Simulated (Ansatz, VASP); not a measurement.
**One calculation of Sr, two programs**

POSCAR

```
Sr
1.0
    0.0000000000      3.1314212169      3.1314212169
    3.1314212169      0.0000000000      3.1314212169
    3.1314212169      3.1314212169      0.0000000000
Sr
1
Direct
    0.0000000000      0.0000000000      0.0000000000
```

INCAR.step1

```
SYSTEM = Sr
ALGO = Normal
EDIFF = 1E-4
ENCUT = 520
GGA = PE
ISMEAR = -1
LASPH = .TRUE.
LCHARG = .FALSE.
LREAL = .FALSE.
LWAVE = .TRUE.
NBANDS = 11
NELM = 100
PREC = Accurate
SIGMA = 0.1
```

The input INCAR.step2:

```
SYSTEM = Sr
ALGO = Normal
EDIFF = 1E-6
ENCUT = 520
ISIF = 2
ISMEAR = -1
ISTART = 1
LASPH = .TRUE.
LCHARG = .TRUE.
LELF = .TRUE.
LMIXTAU = .TRUE.
LREAL = .FALSE.
LVHAR = .TRUE.
LWAVE = .FALSE.
METAGGA = R2SCAN
NBANDS = 11
NELM = 100
PREC = Accurate
SIGMA = 0.1
```

KPOINTS

```
k-points
0
G
  15 15 15
  0 0 0
```

Input for Ansatz:

```yaml
crystal:
  lattice:
    - [0.0, 3.1314212169, 3.1314212169]
    - [3.1314212169, 0.0, 3.1314212169]
    - [3.1314212169, 3.1314212169, 0.0]
  atoms:
    - { symbol: Sr, position: [0.0, 0.0, 0.0] }
hamiltonian:
  xc: r2scan
  pseudopotentials:
    kind: paw
    azcp:
      Sr: "pseudopotentials/Sr.paw.azcp"
basis:
  ecutwfc: 500
  fft_grid_basis: typed
kpoints:
  mp_grid: { grid: [15, 15, 15], shift: [0, 0, 0] }
magnetization:
  spin_polarized: false
scf:
  occupations: { method: fermi_dirac, width: 0.1 }
output:
  stress: true
```

Alike in both runs: task single point; functional r2SCAN; k mesh 15 × 15 × 15; occupations fermi-dirac, width 0.1 eV; no spin polarisation.

|  | VASP | Ansatz |
| --- | --- | --- |
| version | VASP 6.6.1 | Ansatz 0.2.0 |
| potentials or method | VASP PAW PBE potentials, release 64 (Sr_sv), cutoff 520 eV | plane waves (500 eV) with PAW, scalar-relativistic |
| valence electrons in the cell | 10 | 10 |

|  | VASP | Ansatz | Ansatz less VASP |
| --- | --- | --- | --- |
| pressure (GPa) | -0.8 | -0.8 | -0.01 |

VASP's potentials were made for PBE, not for r2SCAN. The functional is the same, so the differences come from potentials, cutoffs and numerics.
